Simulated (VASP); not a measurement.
Crystal: Ge3N4.

```xyz
14
Lattice="8.0439 0.0000 0.0000 -4.0220 6.9662 0.0000 0.0000 0.0000 3.0185" Properties=species:S:1:pos:R:3 pbc="T T T"
Ge    5.7188    1.6471    2.2638
Ge    1.4329    5.7762    0.7546
Ge    0.2639    2.8372    0.7546
Ge    3.7581    4.1290    2.2638
Ge    2.5890    1.1901    2.2638
Ge   -1.6968    5.3191    0.7546
N     4.0220    2.3221    2.2638
N     0.0000    4.6442    0.7546
N     1.4656    6.7903    2.2638
N     2.8962    4.6644    0.7546
N     6.6134    2.1259    0.7546
N    -2.5914    4.8404    2.2638
N     2.5563    0.1760    0.7546
N     1.1258    2.3018    2.2638
```

This cell differs from its parent crystal: uniaxial z strain -2.0%.

Base run:

```yaml
Program: VASP 6.6.1
Functional: PBE
Potentials_or_basis: VASP PAW PBE potentials, release 64 (Ge_d, N)
Cutoff: 600 eV
k_mesh: 6 × 6 × 8
Occupations: fermi-dirac, width 0.02 eV
Spin: no spin polarisation
```

Its results: band gap on the k mesh 2.34 eV; pressure 10.1 GPa; largest force 0.053 eV/Å.

Problem. The run is repeated on the same cell with these changes: functional from PBE to r2SCAN; cutoff from 600 eV to 660 eV; occupations from fermi-dirac, width 0.02 eV to gaussian, width 0.01 eV. What comes out?

Solution. Band gap on the k mesh 2.78 eV; pressure 5.1 GPa; largest force 0.012 eV/Å.

Caveats: the stress differs along the axes, from 8 to 15 GPa (at least some runs); the stress differs along the axes, from 3 to 10 GPa (at least some runs); the PAW data sets were made with another functional, which shifts forces and pressure a little (at least some runs).

A k mesh can miss the band edges.
